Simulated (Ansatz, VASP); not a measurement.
One calculation of I, two programs

POSCAR

```
I
1.0
    0.0000000000      2.3497234514      3.8835988039
    2.1775319666      0.0000000000      3.8835988039
    2.1775319666      2.3497234514      0.0000000000
I
1
Direct
    0.0000000000      0.0000000000      0.0000000000
```

INCAR.step1

```
SYSTEM = I
ALGO = Normal
EDIFF = 1E-4
ENCUT = 520
GGA = PE
ISMEAR = -1
LASPH = .TRUE.
LCHARG = .FALSE.
LREAL = .FALSE.
LWAVE = .TRUE.
NBANDS = 10
NELM = 80
PREC = Accurate
SIGMA = 0.05
```

File INCAR.step2:

```
SYSTEM = I
ALGO = Normal
EDIFF = 1E-7
ENCUT = 520
ISIF = 2
ISMEAR = -1
ISTART = 1
IVDW = 12
LASPH = .TRUE.
LCHARG = .FALSE.
LMIXTAU = .TRUE.
LREAL = .FALSE.
LWAVE = .FALSE.
METAGGA = R2SCAN
NBANDS = 10
NELM = 80
PREC = Accurate
SIGMA = 0.05
VDW_A1 = 0.49484001
VDW_A2 = 5.73083694
VDW_S6 = 1.0
VDW_S8 = 0.78981345
```

The input KPOINTS:

```
k-points
0
G
  9 9 9
  0 0 0
```

File input.yaml:

```yaml
crystal:
  lattice:
    - [0.0, 2.3497234514, 3.8835988039]
    - [2.1775319666, 0.0, 3.8835988039]
    - [2.1775319666, 2.3497234514, 0.0]
  atoms:
    - { symbol: I, position: [0.0, 0.0, 0.0] }
hamiltonian:
  xc: r2scan
  pseudopotentials: { kind: paw }
  dispersion: d3bj
kpoints:
  mp_grid: { grid: [9, 9, 9] }
scf:
  occupations: { method: fermi_dirac, width: 0.05 }
output:
  forces: true
  stress: true
  eigenvalues: true
```

Alike in both runs: task single point; functional r2SCAN; dispersion D3(BJ); k mesh 9 × 9 × 9; occupations fermi-dirac, width 0.05 eV; no spin polarisation.

```csv
,VASP,Ansatz
version,VASP 6.6.1,Ansatz 0.2.0
potentials or method,"VASP PAW PBE potentials, release 64 (I)",Ansatz PAW
plane-wave cutoff (eV),520,500
valence electrons in the cell,7,17
```

```tsv
	VASP	Ansatz	Ansatz less VASP
gap on the k mesh at the Fermi level (eV)	none	none	-
pressure (GPa)	-0.1	-0.1	+0.04
traceless stress, the component that is largest in VASP (GPa)	-0.42	-0.46	-0.034
```

VASP's potentials were made for PBE, not for r2SCAN. A gap of «none» marks a metal or a gap that the smearing closes. VASP's potentials hold 7 valence electrons a cell and Ansatz's 17, so a difference there can come from the potentials and not from the codes.

Neither program's run includes spin-orbit coupling.
